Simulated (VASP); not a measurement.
HgH3:

```
Hg H
1.0
     4.87780    0.00000    0.00000
     0.00000    4.87780    0.00000
     0.00000    0.00000    4.87780
Hg H
2 6
Direct
  0.50000 0.50000 0.50000
  0.00000 0.00000 0.00000
  0.14135 0.50000 0.50000
  0.85865 0.50000 0.50000
  0.50000 0.14135 0.50000
  0.50000 0.85865 0.50000
  0.50000 0.50000 0.14135
  0.50000 0.50000 0.85865
```

| Quantity | Value |
| --- | --- |
| Program | VASP 6.6.1 |
| Task | relaxation of cell and atoms |
| Functional | PBE |
| Potentials or basis | VASP PAW PBE potentials, release 64 (Hg, H) |
| Cutoff | 600 eV |
| k mesh | 4 × 4 × 4 |
| Occupations | gaussian, width 0.1 eV |
| Spin | no spin polarisation |

At the start: pressure -0.3 GPa; volume 14.51 Å³/atom.

Q: Where does the relaxation end?

A: Over 18 steps the energy falls by 570.8 meV/atom and the volume is 29.88 Å³/atom (+106.0 %); space group Pm-3m (No. 221, to 0.05 Å).

Step by step:
```csv
step,energy change (eV),largest force (eV/Å),pressure (GPa),volume (Å³)
1,0.0000,0.7305,-0.33,116.06
2,-0.1498,0.6736,-1.11,115.56
3,-1.2875,2.4894,1.15,114.07
4,-2.2317,4.5765,12.97,111.14
5,-2.2683,2.2561,3.30,113.06
6,-2.9421,0.6425,7.10,112.10
7,-2.9540,0.2356,8.23,111.85
8,-2.9607,0.1387,7.77,111.95
9,-2.9917,0.9247,8.56,113.45
10,-2.9955,0.6404,8.35,113.08
11,-3.1052,0.6109,7.69,115.44
12,-3.3977,0.4482,6.28,122.73
13,-3.8487,0.2885,3.89,138.20
14,-4.3496,0.1119,1.45,172.95
15,-4.5376,0.4294,-0.06,258.98
16,-4.5604,0.3663,0.13,239.44
17,-4.5043,1.0578,-0.64,237.65
18,-4.5666,0.0037,-0.06,239.03
```

Final structure:
```
CELL_PARAMETERS angstrom
6.20608 0.00000 0.00000
0.00000 6.20608 0.00000
0.00000 0.00000 6.20608
ATOMIC_POSITIONS crystal
Hg 0.50000 0.50000 0.50000
Hg 0.00000 0.00000 0.00000
H 0.06095 0.50000 0.50000
H 0.93905 0.50000 0.50000
H 0.50000 0.06095 0.50000
H 0.50000 0.93905 0.50000
H 0.50000 0.50000 0.06095
H 0.50000 0.50000 0.93905
```

Caveat: the volume moved by over 15 % at a fixed basis, so the end points are rough.
